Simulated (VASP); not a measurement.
BaTiO3: single point with r2SCAN

Crystal: BaTiO3.

```
Ba Ti O
1.0
     3.97232    0.00000    0.00000
     0.00000    3.97232    0.00000
     0.00000    0.00000    4.23575
Ba Ti O
1 1 3
Direct
  0.00000 0.00000 0.99261
  0.50000 0.50000 0.47453
  0.50000 0.50000 0.03157
  0.50000 0.00000 0.51464
  0.00000 0.50000 0.51464
```

This cell differs from its parent crystal: strain +0.000 along x and y, +0.030 along z.

```json
{
 "Program": "VASP 6.6.1",
 "Task": "single point",
 "Functional": "r2SCAN",
 "Potentials or basis": "VASP PAW PBE potentials, release 64 (Ba_sv, Ti_sv, O)",
 "Cutoff": "520 eV",
 "k mesh": "8 × 8 × 8",
 "Occupations": "gaussian, width 0.05 eV",
 "Spin": "no spin polarisation",
 "Dipole correction": "no",
 "Further INCAR settings": "ALGO = Normal; EDIFF = 1e-06; NBANDS = 28"
}
```

```json
{"Pressure": "-2.9 GPa", "Largest force": "0.595 eV/Å", "Band gap on the k mesh": "2.13 eV (least direct gap 2.69 eV)"}
```

Forces in eV/Å, atoms in the order of the input:
```
Ba   0.000  0.000 -0.037
Ti   0.000  0.000 -0.514
O    0.000  0.000  0.595
O    0.000  0.000 -0.022
O    0.000  0.000 -0.022
```

Stress tensor (GPa, compression positive):
```
-1.24  0.00  0.00
 0.00 -1.24  0.00
 0.00  0.00 -6.13
```

Levels at points of the mesh, in eV from the valence-band top:
```
           k point  band 18  band 19  band 20  band 21  band 22  band 23
(0.00, 0.00, 0.00)    -0.83    -0.56    -0.56     2.13     2.54     2.54
(0.50, 0.00, 0.00)    -1.80    -1.47    -1.24     2.64     3.79     3.83
(0.50, 0.50, 0.00)    -1.03    -1.03    -0.06     3.86     3.86     4.28
(0.00, 0.00, 0.50)    -1.93    -0.78    -0.78     2.24     3.57     3.57
(0.50, 0.00, 0.50)    -1.25    -1.17    -0.50     3.58     3.82     4.01
(0.50, 0.50, 0.50)    -0.40    -0.40     0.00     4.23     4.23     4.44
```

Run time: 7.2 min on 1 thread of Intel(R) Xeon(R) 6975P-C (Granite Rapids) (shared host), peak memory 0.27 GiB.

Caveat: the cell differs from its parent crystal (strain +0.000 along x and y, +0.030 along z); the PAW data sets were made with another functional, which shifts forces and pressure a little; spin-orbit coupling is left out, which moves the levels of the heavy elements. A k mesh can miss the band edges.
